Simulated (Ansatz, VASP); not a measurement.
Hf in VASP and in Ansatz

Contents of INCAR:

```
ALGO     = Normal         # electronic algorithm
EDIFF    = 1E-7           # SCF threshold, eV
ENCUT    = 520            # plane-wave cutoff, eV
GGA      = PS             # functional
ISIF     = 2              # what is computed and relaxed
ISMEAR   = -1             # smearing method
LASPH    = True           # aspherical terms in the spheres
LCHARG   = False          # write CHGCAR
LREAL    = False          # projectors in reciprocal space
LWAVE    = False          # write WAVECAR
NBANDS   = 11             # bands
NELM     = 100            # most SCF steps
PREC     = Accurate       # precision mode
SIGMA    = 0.1            # smearing width, eV
```

File KPOINTS:

```
k-points
0
Gamma
  12 12 12
```

File POSCAR:

```
Hf
1.0
    2.7461878944      0.0000000000      0.0000000000
    0.0000000000      2.7461878944      0.0000000000
    0.0000000000      0.0000000000      2.7461878944
Hf
1
Direct
    0.0000000000      0.0000000000      0.0000000000
```

Input for Ansatz:

```yaml
crystal:
  lattice:
    - [2.7461878944, 0.0, 0.0]
    - [0.0, 2.7461878944, 0.0]
    - [0.0, 0.0, 2.7461878944]
  atoms:
    - { symbol: Hf, position: [0.0, 0.0, 0.0] }
hamiltonian:
  xc: pbesol
  pseudopotentials:
    kind: paw
    azcp:
      Hf: "pseudopotentials/Hf.paw.azcp"
basis:
  ecutwfc: 420
  fft_grid_basis: typed
kpoints:
  mp_grid: { grid: [12, 12, 12], shift: [0, 0, 0] }
magnetization:
  spin_polarized: false
scf:
  occupations: { method: fermi_dirac, width: 0.1 }
  lower_state_search: "off"
output:
  stress: true
```

Alike in both runs: task single point; functional PBEsol; k mesh 12 × 12 × 12; occupations fermi-dirac, width 0.1 eV; no spin polarisation.

```csv
,VASP,Ansatz
version,VASP 6.6.1,Ansatz 0.2.0
potentials or method,"VASP PAW PBE potentials, release 64 (Hf_pv), cutoff 520 eV","plane waves (420 eV) with PAW, scalar-relativistic"
valence electrons in the cell,10,26
```

Ansatz gave:

| Item | Value |
| --- | --- |
| pressure (GPa) | 13.0 |

**Question.** Which values does VASP return?

**Answer.** Pressure (GPa): 12.6.

VASP's potentials were made for PBE, not for PBEsol, and Ansatz warns of the same on its side. The functional is the same, so the differences come from potentials, cutoffs and numerics. VASP's potentials hold 10 valence electrons a cell and Ansatz's 26, so a difference there can come from the potentials and not from the codes.

Neither program's run includes spin-orbit coupling.
